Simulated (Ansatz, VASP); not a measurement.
## One calculation of SrB3Pt, two programs

```xyz
5
Lattice="4.6008 0.0000 0.0000 0.0000 4.6008 0.0000 0.0000 0.0000 4.6008" Properties=species:S:1:pos:R:3 pbc="T T T"
Sr    0.0000    0.0000    0.0000
B     2.3004    0.0000    0.0000
B     0.0000    2.3004    0.0000
B     0.0000    0.0000    2.3004
Pt    2.3004    2.3004    2.3004
```

Alike in both runs: task relaxation of cell and atoms; functional PBE; k mesh 8 × 8 × 8; occupations gaussian, width 0.1 eV; no spin polarisation.

|  | VASP | Ansatz |
| --- | --- | --- |
| version | VASP 6.6.1 | Ansatz 0.2.0 |
| potentials or method | VASP PAW PBE potentials, release 64 (Sr_sv, B, Pt), cutoff 600 eV | scalar-relativistic, plane waves, PAW |
| valence electrons in the cell | 29 | 37 |

|  | VASP | Ansatz | Ansatz less VASP |
| --- | --- | --- | --- |
| gap on the k mesh at the Fermi level, each at its own relaxed structure (eV) | none | none | - |
| relaxed volume (Å³/atom) | 18.95 | 18.72 | -0.232 |
| relaxed cell length with the largest relative difference (Å) | 4.559 | 4.541 | -0.0187 |

A gap of «none» marks a metal or a gap that the smearing closes. VASP's potentials hold 29 valence electrons a cell and Ansatz's 37, so a difference there can come from the potentials and not from the codes.

Spin-orbit coupling is off throughout. Noted on VASP's run: too few bands were computed for a metal, which touches its energy and stress.
